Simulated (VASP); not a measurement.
A run of VASP 6.6.1 is set up as follows.

File POSCAR:

```
KBr
1.0
    0.0000000000      3.3500000000      3.3500000000
    3.3500000000      0.0000000000      3.3500000000
    3.3500000000      3.3500000000      0.0000000000
K Br
1 1
Direct
    0.0000000000      0.0000000000      0.0000000000
    0.5000000000      0.5000000000      0.5000000000
```

The input INCAR.step1:

```
  PREC = Accurate
  ENCUT = 520
  EDIFF = 1E-5
  ISMEAR = -1
  SIGMA = 0.02
  LREAL = F
  LASPH = T
  NELM = 80
  ALGO = Normal
  ISIF = 2
  LWAVE = T
  LCHARG = F
  GGA = PE
  NBANDS = 15
```

INCAR.step2

```
  PREC = Accurate
  ENCUT = 520
  EDIFF = 1E-6
  ISMEAR = -1
  SIGMA = 0.02
  LREAL = F
  LASPH = T
  NELM = 80
  ALGO = Normal
  ISIF = 2
  LWAVE = F
  LCHARG = F
  GGA = PE
  LHFCALC = T
  HFSCREEN = 0.2079
  PRECFOCK = Normal
  ISTART = 1
  NBANDS = 15
```

File KPOINTS:

```
regular mesh
0
Gamma
  6 6 6
```

Potentials or basis: VASP PAW PBE potentials, release 64 (K_sv, Br).

The run is started by

```bash
$ cat potpaw_PBE.64/K_sv/POTCAR potpaw_PBE.64/Br/POTCAR > POTCAR
$ cp INCAR.step1 INCAR
$ mpirun -np 1 vasp_std > vasp.out
$ cp INCAR.step2 INCAR
$ mpirun -np 1 vasp_std > vasp.out
```

(1) Estimate the band gap on the k mesh.

(2) What does it give for the pressure?

Answers

(1) 5.47 eV.

(2) -0.2 GPa.

Caveat: the PAW data sets were made with another functional, which shifts forces and pressure a little.
